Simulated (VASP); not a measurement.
Wanted: the native input for a VASP 6.6.1 run.

```yaml
Task: single point
Functional: PBEsol
Potentials_or_basis: VASP PAW PBE potentials, release 64 (Sr_sv)
Cutoff: 520 eV
k_mesh: 12 × 12 × 12
Occupations: gaussian, width 0.1 eV
Spin: no spin polarisation
Dipole_correction: no
Further_INCAR_settings: ALGO = Fast; EDIFF = 1e-06; NBANDS = 17
```

The structure of Sr lies in POSCAR:

```
Sr
1.0
    4.8800505091      0.0000000000      0.0000000000
    0.0000000000      4.8800505091      0.0000000000
    0.0000000000      0.0000000000      4.5438173640
Sr
2
Direct
    0.0000000000      0.0000000000      0.0000000000
    0.5000000000      0.5000000000      0.5000000000
```

This cell differs from its parent crystal: biaxial strain in the a-b plane: +4.5 %.

One way to write it, as run:

INCAR

```
PREC = Accurate ; ENCUT = 520
EDIFF = 1E-6 ; ISMEAR = 0
SIGMA = 0.1 ; LREAL = F
LASPH = T ; NELM = 100
ALGO = Fast ; ISIF = 2
LWAVE = F ; LCHARG = F
GGA = PS ; NBANDS = 17
```

KPOINTS

```
Automatic mesh
0
Gamma
  12 12 12
```

Potentials or basis: VASP PAW PBE potentials, release 64 (Sr_sv).

The run is started by

```bash
$ cat potpaw_PBE.64/Sr_sv/POTCAR > POTCAR
$ mpirun -np 1 vasp_std > vasp.out
```

Results of the run:

```json
{
  "Pressure": "-0.6 GPa",
  "Band gap on the k mesh": "zero (band 10 reaches 1.86 eV, above the bottom of band 11 at 1.46 eV)"
}
```

Caveat: the cell differs from its parent crystal (biaxial strain in the a-b plane: +4.5 %); the PAW data sets were made with another functional, which shifts forces and pressure a little.

It took 7.5 min on 1 thread of Oxide Virtual Turin-like Processor, on a shared host, peak memory 0.39 GiB.
